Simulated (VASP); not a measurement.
The system is AlN.

```xyz
2
Lattice="0.0000 2.1659 2.1659 2.1659 0.0000 2.1659 2.1659 2.1659 0.0000" Properties=species:S:1:pos:R:3 pbc="T T T"
Al    0.0000    0.0000    0.0000
N     1.0829    1.0829    1.0829
```

This cell differs from its parent crystal: strain -0.9%.

Base run:

| Quantity | Value |
| --- | --- |
| Program | VASP 6.6.1 |
| Functional | HSE06 |
| Potentials or basis | VASP PAW PBE potentials, release 64 (Al, N) |
| Cutoff | 520 eV |
| k mesh | 8 × 8 × 8 |
| Occupations | gaussian, width 0.01 eV |
| Spin | no spin polarisation |

Its results: band gap on the k mesh 4.58 eV (least direct gap 5.80 eV); pressure 5.0 GPa.

Task: The run is repeated on the same cell with these changes: functional from HSE06 to r2SCAN; k mesh from 8 × 8 × 8 to 10 × 10 × 10. What comes out?

Result: Band gap on the k mesh 3.95 eV (least direct gap 5.13 eV); pressure 5.4 GPa.

Several settings changed at once.

Caveats: the cell stands under pressure; the PAW data sets were made with another functional, which shifts forces and pressure a little.

A k mesh can miss the band edges.
